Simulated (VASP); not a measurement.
# HfC (Fm-3m) in VASP: a series of runs

The runs below take HfC through single point, with PBE.

All numbers are computed with VASP 6.6.1; they aren't measurements. Logs are shortened: lines on timing, memory, paths and dates and some standing lists are left out, and cuts for length are marked.

**1. The cell of the first run**

Symmetry: Fm-3m, No. 225, cubic system. The conventional cell has a = 4.587 Å, b = 4.587 Å, c = 4.587 Å, α = 90.00°, β = 90.00°, γ = 90.00°. Hf (site symmetry m-3m) has 6 C at 2.29 Å within 3.0 Å. C (site symmetry m-3m) has 6 Hf at 2.29 Å within 3.0 Å.

**2. Single point, PBE (12.07 Å³/atom)**

Contents of INCAR:

```
  PREC = Accurate
  ENCUT = 520
  EDIFF = 1E-6
  ISMEAR = -1
  SIGMA = 0.05
  LREAL = F
  LASPH = T
  NELM = 60
  ALGO = Normal
  ISIF = 2
  LWAVE = F
  LCHARG = F
  GGA = PE
  NBANDS = 14
```

Contents of KPOINTS:

```
Automatic mesh
0
Gamma
  15 15 15
```

Contents of POSCAR:

```
HfC
1.0
    0.0000000000      2.2935772291      2.2935772291
    2.2935772291      0.0000000000      2.2935772291
    2.2935772291      2.2935772291      0.0000000000
Hf C
1 1
Direct
    0.5000000000      0.5000000000      0.5000000000
    0.0000000000      0.0000000000      0.0000000000
```

Potentials or basis: VASP PAW PBE potentials, release 64 (Hf_pv, C).

Command:

```
$ cat potpaw_PBE.64/Hf_pv/POTCAR potpaw_PBE.64/C/POTCAR > POTCAR
$ mpirun -np 1 vasp_std > vasp.out
```

OUTCAR:

```text
PREC = Accurate
   ENCUT = 520
   EDIFF = 1E-6
   ISMEAR = -1
   LREAL = F
   LASPH = T
   NELM = 60
   ISIF = 2
   GGA = PE

 ion  position               nearest neighbor table
   1  0.500  0.500  0.500-   2 2.29   2 2.29   2 2.29   2 2.29   2 2.29   2 2.29
   2  0.000  0.000  0.000-   1 2.29   1 2.29   1 2.29   1 2.29   1 2.29   1 2.29

  LATTYP: Found a face centered cubic cell.
 ALAT       =     4.5871544582

  Lattice vectors:

 A1 = (   0.0000000000,   2.2935772291,   2.2935772291)
 A2 = (   2.2935772291,   0.0000000000,   2.2935772291)
 A3 = (   2.2935772291,   2.2935772291,   0.0000000000)

Analysis of symmetry for initial positions (statically):
=====================================================================
 Subroutine PRICEL returns:
 Original cell was already a primitive cell.

 Routine SETGRP: Setting up the symmetry group for a
 face centered cubic supercell.

 Subroutine GETGRP returns: Found 48 space group operations
 (whereof 48 operations were pure point group operations)
 out of a pool of 48 trial point group operations.

The static configuration has the point symmetry O_h .

Analysis of symmetry for dynamics (positions and initial velocities):
=====================================================================
 Subroutine PRICEL returns:
 Original cell was already a primitive cell.

 Routine SETGRP: Setting up the symmetry group for a
 face centered cubic supercell.

 Subroutine GETGRP returns: Found 48 space group operations
 (whereof 48 operations were pure point group operations)
 out of a pool of 48 trial point group operations.

The dynamic configuration has the point symmetry O_h .

 Subroutine INISYM returns: Found 48 space group operations
 (whereof 48 operations are pure point group operations),
 and found     1 'primitive' translations

----------------------------------------------------------------------------------------

                                     Primitive cell

  volume of cell :      24.1307

  direct lattice vectors                    reciprocal lattice vectors
     0.000000000  2.293577229  2.293577229    -0.218000072  0.218000072  0.218000072
     2.293577229  0.000000000  2.293577229     0.218000072 -0.218000072  0.218000072
     2.293577229  2.293577229  0.000000000     0.218000072  0.218000072 -0.218000072

  length of vectors
     3.243608024  3.243608024  3.243608024     0.377587200  0.377587200  0.377587200

  position of ions in fractional coordinates (direct lattice)
     0.500000000  0.500000000  0.500000000
     0.000000000  0.000000000  0.000000000

  ion indices of the primitive-cell ions
   primitive index   ion index
                 1           1
                 2           2

----------------------------------------------------------------------------------------

 KPOINTS: Automatic mesh

Automatic generation of k-mesh.
 Grid dimensions read from file:
 generate k-points for:   15   15   15

 Generating k-lattice:

  Cartesian coordinates                     Fractional coordinates (reciprocal lattice)
    -0.014533338  0.014533338  0.014533338     0.066666667  0.000000000  0.000000000
     0.014533338 -0.014533338  0.014533338     0.000000000  0.066666667  0.000000000
     0.014533338  0.014533338 -0.014533338     0.000000000  0.000000000  0.066666667

  Length of vectors
     0.025172480  0.025172480  0.025172480

  Shift w.r.t. Gamma in fractional coordinates (k-lattice)
     0.000000000  0.000000000  0.000000000

 Subroutine IBZKPT returns following result:
 ===========================================

 Found    120 irreducible k-points:

 Following reciprocal coordinates:
            Coordinates               Weight
  0.000000  0.000000  0.000000      1.000000
  0.066667  0.000000  0.000000      8.000000
  0.133333  0.000000  0.000000      8.000000
  0.200000  0.000000  0.000000      8.000000
  0.266667  0.000000  0.000000      8.000000
  0.333333  0.000000  0.000000      8.000000
[... 16 lines left out ...]
  0.133333  0.133333  0.000000      6.000000
  0.200000  0.133333  0.000000     24.000000
 [... further k-points ...]
   k-points           NKPTS =    120   k-points in BZ     NKDIM =    120   number of bands    NBANDS=     14
   number of dos      NEDOS =    301   number of ions     NIONS =      2
   total plane-waves  NPLWV =  13824
   dimension x,y,z NGX =    24 NGY =   24 NGZ =   24
   dimension x,y,z NGXF=    48 NGYF=   48 NGZF=   48
   ions per type =               1   1
   NGX,Y,Z   is equivalent  to a cutoff of  12.30, 12.30, 12.30 a.u.
   NGXF,Y,Z  is equivalent  to a cutoff of  24.60, 24.60, 24.60 a.u.
 SYSTEM =  unknown system
   PREC   = accura    normal or accurate (medium, high low for compatibility)
   ISTART =      0    job   : 0-new  1-cont  2-samecut
   ICHARG =      2    charge: 1-file 2-atom 10-const
   ISPIN  =      1    spin polarized calculation?
   LNONCOLLINEAR =      F non collinear calculations
   LSORBIT =      F    spin-orbit coupling
   LASPH  =      T    aspherical Exc in radial PAW
   ENCUT  =  520.0 eV  38.22 Ry    6.18 a.u.   6.03  6.03  6.03*2*pi/ulx,y,z
   NELM   =     60;   NELMIN=  2; NELMDL= -5     # of ELM steps
   EDIFF  = 0.1E-05   stopping-criterion for ELM
   LREAL  =      F    real-space projection
   EDIFFG = 0.1E-04   stopping-criterion for IOM
   NSW    =      0    number of steps for IOM
   IBRION =     -1    ionic relax: 0-MD 1-quasi-New 2-CG
   NFREE  =      0    steps in history (QN), initial steepest desc. (CG)
   ISIF   =      2    stress and relaxation
   ISYM   =      2    0-nonsym 1-usesym 2-fastsym
   POTIM  = 0.5000    time-step for ionic-motion
   TEBEG  =    0.0;   TEEND  =   0.0 temperature during run
   PSTRESS=    0.0 pullay stress
   NELECT =      14.0000    total number of electrons
   NUPDOWN=      -1.0000    fix difference up-down
   EMIN   =  10.00;   EMAX   =-10.00  energy-range for DOS
   EFERMI =   0.00;   METHOD = LEGACY
   ISMEAR =    -1;   SIGMA  =   0.05  broadening in eV -4-tet -1-fermi 0-gaus
   EFERMI_NEDOS =   21; number of points for ismear=-14 and -15
   IALGO  =     38    algorithm
   IMIX   =      4    mixing-type and parameters
     AMIX     =   0.40;   BMIX     =  1.00
     AMIX_MAG =   1.60;   BMIX_MAG =  1.00
  volume/ion in A,a.u.               =      12.07        81.42
  Fermi-wavevector in a.u.,A,eV,Ry     =   1.365403  2.580237 25.365681  1.864325
  Thomas-Fermi vector in A             =   2.491634
   LORBIT       =      0    0 simple, 1 ext, 2 COOP (PROOUT), +10 PAW based schemes
   GGA     = PE    functional components
   LHFCALC =     F    Hartree Fock is set to
   AEXX    =    0.0000 exact exchange contribution
   IVDW    =     0    specifies the selected vdW correction
   LEPSILON=     F    determine dielectric tensor
   LRPA    =     F    only Hartree local field effects (RPA)
 non-spin polarized calculation
  energy-cutoff  :      520.00
  volume of cell :       24.13
 maximum number of plane-waves:       663
   NGX = 13   NGY = 13   NGZ = 13

 number of electron      14.0000001 magnetization

 Free energy of the ion-electron system (eV)
  ---------------------------------------------------
  ext. energy  EPLUGINS =         0.00000000
  ---------------------------------------------------
  free energy    TOTEN  =       -21.01687496 eV

  energy without entropy =      -21.01387701  energy(sigma->0) =      -21.01537598

 E-fermi :   6.2375     XC(G=0): -12.4884

 val. band max:        6.2346243455   @ k =   0.4000   0.3333   0.0000
 cond. band min:       6.2637965937   @ k =   0.3333   0.2667   0.0000
 fundamental gap:      0.0291722483
 Fermi energy:         6.2374866047

 k-point     1 :       0.0000    0.0000    0.0000
  band No.  band energies     occupation
      1     -23.0998      2.00000
      2     -23.0998      2.00000
      3     -23.0998      2.00000
      4      -6.2451      2.00000
      5       7.2926      0.00000
      6       7.2926      0.00000
      7       7.2926      0.00000
      8       7.6746      0.00000
      9       7.6746      0.00000
     10       7.6746      0.00000
     11       9.7908      0.00000
     12       9.7908      0.00000
     13      13.5905      0.00000
     14      17.3916      0.00000

 k-point     2 :       0.0667    0.0000    0.0000
  band No.  band energies     occupation
      1     -23.1366      2.00000
      2     -23.1032      2.00000
      3     -23.1032      2.00000
      4      -6.1254      2.00000
      5       6.4530      0.02651
      6       6.7060      0.00017
      7       6.7060      0.00017
      8       7.9260      0.00000
      9       7.9260      0.00000
     10       8.2335      0.00000
     11      10.3703      0.00000
     12      10.3703      0.00000
     13      13.8422      0.00000
     14      17.7257      0.00000

 k-point     3 :       0.1333    0.0000    0.0000
  band No.  band energies     occupation
      1     -23.2391      2.00000
      2     -23.1129      2.00000
      3     -23.1129      2.00000
      4      -5.7784      2.00000
      5       5.2857      2.00000
      6       5.8153      1.99957
      7       5.8153      1.99957
      8       8.3174      0.00000
      9       8.3174      0.00000
     10       8.6919      0.00000
     11      11.5896      0.00000
     12      11.5896      0.00000
     13      14.4865      0.00000
     14      18.6456      0.00000
[... 324 lines left out ...]
 k-point    23 :       0.1333    0.1333    0.0000
  band No.  band energies     occupation
      1     -23.2295      2.00000
      2     -23.1447      2.00000
      3     -23.1447      2.00000
      4      -5.6514      2.00000
      5       4.4859      2.00000
      6       6.1882      1.45613
      7       6.1882      1.45612
      8       6.8789      0.00001
      9       9.6609      0.00000
     10       9.6609      0.00000
     11      10.0725      0.00000
     12      12.1450      0.00000
     13      15.2654      0.00000
     14      19.0330      0.00000

 k-point    24 :       0.2000    0.1333    0.0000
  band No.  band energies     occupation
      1     -23.3245      2.00000
      2     -23.1666      2.00000
      3     -23.1582      2.00000
      4      -5.2889      2.00000
      5       3.7102      2.00000
      6       5.5319      2.00000
      7       5.8128      1.99959
      8       7.0165      0.00000
      9       9.8822      0.00000
     10      10.1929      0.00000
     11      10.9916      0.00000
     12      12.8616      0.00000
     13      16.1878      0.00000
     14      19.9852      0.00000

 [... further k-points ...]

------------------------ aborting loop because EDIFF is reached ----------------------------------------

  FORCE on cell =-STRESS in cart. coord.  units (eV):
  Direction    XX          YY          ZZ          XY          YZ          ZX
  --------------------------------------------------------------------------------------
  -------------------------------------------------------------------------------------
  Total        1.5165693      1.5165693      1.5165693     -0.0000000      0.0000000     -0.0000000
  in kB      100.6938057    100.6938057    100.6938057     -0.0000000      0.0000000     -0.0000000
  external PRESSURE =     100.6938057 kB  Pullay stress =       0.0000000 kB

 VOLUME and BASIS-vectors are now :
 -----------------------------------------------------------------------------
  energy-cutoff  :      520.00
  volume of cell :       24.13
      direct lattice vectors                 reciprocal lattice vectors
     0.000000000  2.293577229  2.293577229    -0.218000072  0.218000072  0.218000072
     2.293577229  0.000000000  2.293577229     0.218000072 -0.218000072  0.218000072
     2.293577229  2.293577229  0.000000000     0.218000072  0.218000072 -0.218000072

 POSITION                                       TOTAL-FORCE (eV/Angst)
 -----------------------------------------------------------------------------------
      2.29358      2.29358      2.29358         0.000000     -0.000000      0.000000
      0.00000      0.00000      0.00000        -0.000000      0.000000     -0.000000
 -----------------------------------------------------------------------------------
    total drift:                                0.000000     -0.000000      0.000000

  FREE ENERGIE OF THE ION-ELECTRON SYSTEM (eV)
  ---------------------------------------------------
  free  energy   TOTEN  =       -21.0168749585 eV

  energy  without entropy=      -21.0138770054  energy(sigma->0) =      -21.01537598
```

It took 43 s on 1 thread of Intel Xeon 8259CL, shared host; peak memory 0.17 GiB.

Results:

| Quantity | Value |
| --- | --- |
| Free energy | -21.0169 eV |
| Pressure | 10.1 GPa |
| Band gap on the k mesh | zero (bands 7 and 8 overlap by 1.45 eV) |

Levels at points of the mesh, in eV from the Fermi level:
| k point | band 5 | band 6 | band 7 | band 8 | band 9 | band 10 |
| --- | --- | --- | --- | --- | --- | --- |
| (0.00, 0.00, 0.00) | 1.06 | 1.06 | 1.06 | 1.44 | 1.44 | 1.44 |

Caveat: the cell stands under pressure; spin-orbit coupling is left out, which moves the levels of the heavy elements.

**3. Single point, PBE (12.32 Å³/atom)**

This run uses another cell than the first one, of 12.32 Å³/atom.

Contents of INCAR:

```
SYSTEM = HfC
PREC = Accurate
ENCUT = 520
EDIFF = 1E-6
ISMEAR = -1
SIGMA = 0.05
LREAL = .FALSE.
LASPH = .TRUE.
NELM = 100
ALGO = Normal
ISIF = 2
LWAVE = .FALSE.
LCHARG = .FALSE.
GGA = PE
NBANDS = 14
```

Contents of KPOINTS:

```
regular mesh
0
G
  15 15 15
  0 0 0
```

Contents of POSCAR:

```
HfC
1.0
    0.0000000000      2.3093955030      2.3093955030
    2.3093955030      0.0000000000      2.3093955030
    2.3093955030      2.3093955030      0.0000000000
Hf C
1 1
Direct
    0.5000000000      0.5000000000      0.5000000000
    0.0000000000      0.0000000000      0.0000000000
```

Potentials or basis: VASP PAW PBE potentials, release 64 (Hf_pv, C).

Command:

```
$ cat potpaw_PBE.64/Hf_pv/POTCAR potpaw_PBE.64/C/POTCAR > POTCAR
$ mpirun -np 1 vasp_std > vasp.out
```

Wall time 41 s (1 thread of Intel Xeon 8259CL, shared host); peak memory 0.17 GiB.

It converged, with:

```yaml
Free_energy: -21.0398 eV
Pressure: 4.5 GPa
Band_gap_on_the_k_mesh: zero (bands 7 and 8 overlap by 1.44 eV)
```

Levels at points of the mesh, in eV from the Fermi level:
```csv
k point,band 4,band 5,band 6,band 7,band 8,band 9,band 10,band 11
"(0.00, 0.00, 0.00)",-12.38,1.04,1.04,1.04,1.43,1.43,1.43,3.49
```

Caveat: the cell stands under pressure; spin-orbit coupling is left out, which moves the levels of the heavy elements.
